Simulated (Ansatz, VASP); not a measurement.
# Ni: VASP beside Ansatz

```
Ni
1.0
     0.00000    1.71246    1.71246
     1.71246    0.00000    1.71246
     1.71246    1.71246    0.00000
Ni
1
Direct
  0.00000 0.00000 0.00000
```

Alike in both runs: task single point; functional LDA; k mesh 16 × 16 × 16; occupations fermi-dirac, width 0.2 eV; collinear spin.

```csv
,VASP,Ansatz
version,VASP 6.6.1,Ansatz 0.2.0
potentials or method,"VASP PAW LDA potentials, release 64 (Ni), cutoff 520 eV","plane waves (420 eV) with PAW, scalar-relativistic"
valence electrons in the cell,10,18
```

```tsv
	VASP	Ansatz	Ansatz less VASP
pressure (GPa)	0.4	0.6	+0.24
net moment per atom (μB)	0.07	0.30	+0.224
size of the moment on the site where the two differ most (μB)	0.07	0.31	+0.236
```

The net moments are unlike, so the other rows may belong to different states. Ansatz warns that its potentials were made for another functional, while VASP's fit it. LDA's correlation is that of Perdew and Zunger in VASP and of Perdew and Wang (1992) in Ansatz. Site moments also hang on the region over which each program counts them. VASP's potentials hold 10 valence electrons a cell and Ansatz's 18, so a difference there can come from the potentials and not from the codes.
